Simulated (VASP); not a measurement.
# HfC (Pnma) in VASP: single point with PBE

Aim: the single point of HfC with PBE.

Everything below comes from runs of VASP 6.6.1. Logs are shortened: lines on timing, memory, paths and dates and some standing lists are left out, and cuts for length are marked.

## Step 1: The cell of the first run

It takes space group Pnma (No. 62, orthorhombic). Conventional cell: a = 8.903 Å, b = 3.113 Å, c = 3.667 Å, α = 90.00°, β = 90.00°, γ = 90.00°. Hf (site symmetry m) has 5 C at 2.10 to 2.73 Å and 2 Hf at 2.77 Å within 2.8 Å. C (site symmetry m) has 5 Hf at 2.10 to 2.73 Å within 2.8 Å.

## Step 2: Single point, PBE

Input file INCAR:

```
ALGO = Normal
EDIFF = 1E-6
ENCUT = 600
GGA = PE
GGA_COMPAT = F
ISIF = 2
ISMEAR = 0
LASPH = T
LCHARG = F
LREAL = F
LWAVE = F
NBANDS = 38
NELM = 120
PREC = Accurate
SIGMA = 0.1
```

Input file KPOINTS:

```
k-points
0
Gamma
  2 6 6
```

Input file POSCAR:

```
HfC
1.0
    8.9028880993      0.0000000000      0.0000000000
    0.0000000000      3.1125997665      0.0000000000
    0.0000000000      0.0000000000      3.6668983551
Hf C
4 4
Direct
    0.1210000000      0.2500000000      0.1060000000
    0.8790000000      0.7500000000      0.8940000000
    0.3790000000      0.7500000000      0.6060000000
    0.6210000000      0.2500000000      0.3940000000
    0.8520000000      0.2500000000      0.5030000000
    0.1480000000      0.7500000000      0.4970000000
    0.6480000000      0.7500000000      0.0030000000
    0.3520000000      0.2500000000      0.9970000000
```

Potentials or basis: VASP PAW PBE potentials, release 64 (Hf_pv, C).

Command:

```sh
$ cat potpaw_PBE.64/Hf_pv/POTCAR potpaw_PBE.64/C/POTCAR > POTCAR
$ mpirun -np 1 vasp_std > vasp.out
```

OUTCAR:

```text
EDIFF = 1E-6
   ENCUT = 600
   GGA = PE
   ISIF = 2
   ISMEAR = 0
   LASPH = T
   LREAL = F
   NELM = 120
   PREC = Accurate

 ion  position               nearest neighbor table
   1  0.121  0.250  0.106-   8 2.10   6 2.13   6 2.13   6 2.73   6 2.73   2 2.77   2 2.77   5 2.80
                             3 3.33   3 3.33   3 3.33   3 3.33
   2  0.879  0.750  0.894-   7 2.10   5 2.13   5 2.13   5 2.73   5 2.73   1 2.77   1 2.77   6 2.80
                             4 3.33   4 3.33   4 3.33   4 3.33
   3  0.379  0.750  0.606-   6 2.10   8 2.13   8 2.13   8 2.73   8 2.73   4 2.77   4 2.77   7 2.80
                             1 3.33   1 3.33   1 3.33   1 3.33
   4  0.621  0.250  0.394-   5 2.10   7 2.13   7 2.13   7 2.73   7 2.73   3 2.77   3 2.77   8 2.80
                             2 3.33   2 3.33   2 3.33   2 3.33
   5  0.852  0.250  0.503-   4 2.10   2 2.13   2 2.13   2 2.73   2 2.73   1 2.80
   6  0.148  0.750  0.497-   3 2.10   1 2.13   1 2.13   1 2.73   1 2.73   2 2.80
   7  0.648  0.750  0.003-   2 2.10   4 2.13   4 2.13   4 2.73   4 2.73   3 2.80
   8  0.352  0.250  0.997-   1 2.10   3 2.13   3 2.13   3 2.73   3 2.73   4 2.80

  LATTYP: Found a simple orthorhombic cell.
 ALAT       =     3.1125997665
 B/A-ratio  =     1.1780821918
 C/A-ratio  =     2.8602739726

  Lattice vectors:

 A1 = (   0.0000000000,   3.1125997665,   0.0000000000)
 A2 = (   0.0000000000,   0.0000000000,   3.6668983551)
 A3 = (   8.9028880993,   0.0000000000,   0.0000000000)

Analysis of symmetry for initial positions (statically):
=====================================================================
 Subroutine PRICEL returns:
 Original cell was already a primitive cell.

 Routine SETGRP: Setting up the symmetry group for a
 simple orthorhombic supercell.

 Subroutine GETGRP returns: Found  8 space group operations
 (whereof  2 operations were pure point group operations)
 out of a pool of  8 trial point group operations.

The static configuration has the point symmetry S_2 .
 The point group associated with its full space group is D_2h.

Analysis of symmetry for dynamics (positions and initial velocities):
=====================================================================
 Subroutine PRICEL returns:
 Original cell was already a primitive cell.

 Routine SETGRP: Setting up the symmetry group for a
 simple orthorhombic supercell.

 Subroutine GETGRP returns: Found  8 space group operations
 (whereof  2 operations were pure point group operations)
 out of a pool of  8 trial point group operations.

The dynamic configuration has the point symmetry S_2 .
[... 114 lines left out ...]
   EDIFFG = 0.1E-04   stopping-criterion for IOM
   NSW    =      0    number of steps for IOM
   IBRION =     -1    ionic relax: 0-MD 1-quasi-New 2-CG
   NFREE  =      0    steps in history (QN), initial steepest desc. (CG)
   ISIF   =      2    stress and relaxation
   ISYM   =      2    0-nonsym 1-usesym 2-fastsym
   POTIM  = 0.5000    time-step for ionic-motion
   TEBEG  =    0.0;   TEEND  =   0.0 temperature during run
   PSTRESS=    0.0 pullay stress
   NELECT =      56.0000    total number of electrons
   NUPDOWN=      -1.0000    fix difference up-down
   EMIN   =  10.00;   EMAX   =-10.00  energy-range for DOS
   EFERMI =   0.00;   METHOD = LEGACY
   ISMEAR =     0;   SIGMA  =   0.10  broadening in eV -4-tet -1-fermi 0-gaus
   EFERMI_NEDOS =   21; number of points for ismear=-14 and -15
   IALGO  =     38    algorithm
   IMIX   =      4    mixing-type and parameters
     AMIX     =   0.40;   BMIX     =  1.00
     AMIX_MAG =   1.60;   BMIX_MAG =  1.00
  volume/ion in A,a.u.               =      12.70        85.72
  Fermi-wavevector in a.u.,A,eV,Ry     =   1.342208  2.536405 24.511199  1.801522
  Thomas-Fermi vector in A             =   2.470380
   LORBIT       =      0    0 simple, 1 ext, 2 COOP (PROOUT), +10 PAW based schemes
   GGA     = PE    functional components
   LHFCALC =     F    Hartree Fock is set to
   AEXX    =    0.0000 exact exchange contribution
   IVDW    =     0    specifies the selected vdW correction
   LEPSILON=     F    determine dielectric tensor
   LRPA    =     F    only Hartree local field effects (RPA)
 non-spin polarized calculation
 Gauss-broadening in eV      SIGMA  =   0.10
  energy-cutoff  :      600.00
  volume of cell :      101.61
 maximum number of plane-waves:      3412
 NGX is ok and might be reduce to    72
   NGX = 35   NGY = 13   NGZ = 15

 number of electron      55.9999999 magnetization

 Free energy of the ion-electron system (eV)
  ---------------------------------------------------
  ext. energy  EPLUGINS =         0.00000000
  ---------------------------------------------------
  free energy    TOTEN  =       -73.94633257 eV

  energy without entropy =      -73.93634269  energy(sigma->0) =      -73.94133763

 E-fermi :   5.9486     XC(G=0): -12.1718

 val. band max:        5.9360860778   @ k =   0.0000   0.1667   0.0000
 cond. band min:       5.9897929027   @ k =   0.5000   0.1667   0.0000
 fundamental gap:      0.0537068249
 Fermi energy:         5.9485981912

 k-point     1 :       0.0000    0.0000    0.0000
  band No.  band energies     occupation
      1     -24.8035      2.00000
      2     -24.5686      2.00000
      3     -24.1139      2.00000
      4     -24.0437      2.00000
      5     -24.0383      2.00000
      6     -23.9808      2.00000
[... 973 lines left out ...]
     37      11.4828      0.00000
     38      11.4828      0.00000

 [... further k-points ...]
[... 5 lines left out ...]
  --------------------------------------------------------------------------------------
  -------------------------------------------------------------------------------------
  Total       22.0092254     27.9279808    -16.5040412      0.0000000      0.0000000      0.0000000
  in kB      347.0262069    440.3490392   -260.2242800      0.0000000      0.0000000      0.0000000
  external PRESSURE =     175.7169887 kB  Pullay stress =       0.0000000 kB

 VOLUME and BASIS-vectors are now :
 -----------------------------------------------------------------------------
  energy-cutoff  :      600.00
  volume of cell :      101.61
      direct lattice vectors                 reciprocal lattice vectors
     8.902888099  0.000000000  0.000000000     0.112323101  0.000000000  0.000000000
     0.000000000  3.112599766  0.000000000     0.000000000  0.321274843  0.000000000
     0.000000000  0.000000000  3.666898355     0.000000000  0.000000000  0.272710041

 POSITION                                       TOTAL-FORCE (eV/Angst)
 -----------------------------------------------------------------------------------
      1.07725      0.77815      0.38869         2.928382      0.000000     -0.217396
      7.82564      2.33445      3.27821        -2.928382     -0.000000      0.217396
      3.37419      2.33445      2.22214        -2.928382     -0.000000     -0.217396
      5.52869      0.77815      1.44476         2.928382     -0.000000      0.217396
      7.58526      0.77815      1.84445         2.011823     -0.000000     -2.166492
      1.31763      2.33445      1.82245        -2.011823     -0.000000      2.166492
      5.76907      2.33445      0.01100        -2.011823      0.000000     -2.166492
      3.13382      0.77815      3.65590         2.011823     -0.000000      2.166492
 -----------------------------------------------------------------------------------
    total drift:                               -0.000000     -0.000000      0.000000

  FREE ENERGIE OF THE ION-ELECTRON SYSTEM (eV)
  ---------------------------------------------------
  free  energy   TOTEN  =       -73.9463325749 eV

  energy  without entropy=      -73.9363426895  energy(sigma->0) =      -73.94133763
```

It took 4.8 min on 1 thread of Intel Xeon 8259CL, shared host; peak memory 0.3 GiB.

What came out:

| Property | Result |
| --- | --- |
| Free energy | -73.9463 eV |
| Pressure | 17.6 GPa |
| Largest force | 2.957 eV/Å |
| Band gap on the k mesh | zero (band 28 reaches 6.07 eV, above the bottom of band 29 at 5.94 eV) |

Forces in eV/Å, atoms in the order of the input:
```
Hf   2.928  0.000 -0.217
Hf  -2.928  0.000  0.217
Hf  -2.928  0.000 -0.217
Hf   2.928  0.000  0.217
C    2.012  0.000 -2.166
C   -2.012  0.000  2.166
C   -2.012  0.000 -2.166
C    2.012  0.000  2.166
```

Stress tensor (GPa, compression positive):
```
 34.70   0.00   0.00
  0.00  44.03   0.00
  0.00   0.00 -26.02
```

Caveat: spin-orbit coupling is left out, which moves the levels of the heavy elements; forces of over 1 eV/Å act on the atoms, so gaps and moduli don't describe the material at rest.
